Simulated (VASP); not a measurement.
Write the native input for VASP 6.6.1 that does the following.

```
Task                   : single point
Functional             : PBEsol
Potentials or basis    : VASP PAW PBE potentials, release 64 (Sb)
Cutoff                 : 520 eV
k mesh                 : 10 × 7 × 7
Occupations            : fermi-dirac, width 0.1 eV
Spin                   : no spin polarisation
Dipole correction      : no
Further INCAR settings : ALGO = Normal; EDIFF = 1e-06; NBANDS = 12
```

The structure of Sb lies in POSCAR:

```
Sb
1.0
    3.1224020000      0.0000000000      0.0000000000
    0.0000000000      4.3475180000      0.0000000000
   -0.0389150000      0.0000000000      4.4058520000
Sb
2
Direct
    0.9885544250      0.7500000000      0.7542945837
    0.0113889995      0.2500000000      0.2411659992
```

One way to write it, as run:

INCAR

```
PREC = Accurate
ENCUT = 520
EDIFF = 1E-6
ISMEAR = -1
SIGMA = 0.1
LREAL = False
LASPH = True
NELM = 80
ALGO = Normal
ISIF = 2
LWAVE = False
LCHARG = False
GGA = PS
NBANDS = 12
```

KPOINTS

```
Automatic mesh
0
Gamma
  10 7 7
```

Potentials or basis: VASP PAW PBE potentials, release 64 (Sb).

The run is started by

```console
$ cat potpaw_PBE.64/Sb/POTCAR > POTCAR
$ mpirun -np 1 vasp_std > vasp.out
```

It gave:

```json
{"Pressure": "-2.2 GPa", "Largest force": "0.093 eV/Å", "Band gap on the k mesh": "zero (bands 5 and 6 overlap by 7.65 eV)"}
```

Caveat: the PAW data sets were made with another functional, which shifts forces and pressure a little; spin-orbit coupling is left out, which moves the levels of the heavy elements.

Run time: 85 s on 1 thread of Intel Xeon 8259CL (shared host), peak memory 0.23 GiB.
